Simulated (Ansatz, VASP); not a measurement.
# Two plane-wave programs on LiF

```
Li F
1.0
    -0.21261    1.91350    1.91350
     1.91350   -0.21261    1.91350
     1.91350    1.91350   -0.21261
Li F
1 1
Direct
  0.00000 0.00000 0.00000
  0.50000 0.50000 0.50000
```

Alike in both runs: task single point; functional r2SCAN; k mesh 12 × 12 × 12; occupations gaussian, width 0.05 eV; no spin polarisation.

```csv
,VASP,Ansatz
version,VASP 6.6.1,Ansatz 0.2.0
potentials or method,"VASP PAW PBE potentials, release 64 (Li_sv, F), cutoff 520 eV","scalar-relativistic, plane waves, PAW"
valence electrons in the cell,10,10
```

Ansatz gave:

```
gap on the k mesh at the Fermi level (eV) : 9.48
least direct gap on the mesh (eV)         : 9.48
```

What did VASP give for the same quantities?

gap on the k mesh at the Fermi level (eV): 9.69; least direct gap on the mesh (eV): 9.69.

VASP's potentials were made for PBE, not for r2SCAN.

Noted on VASP's run: the cutoff is under 1.25 times that of the potentials, so the pressure is a little rough.
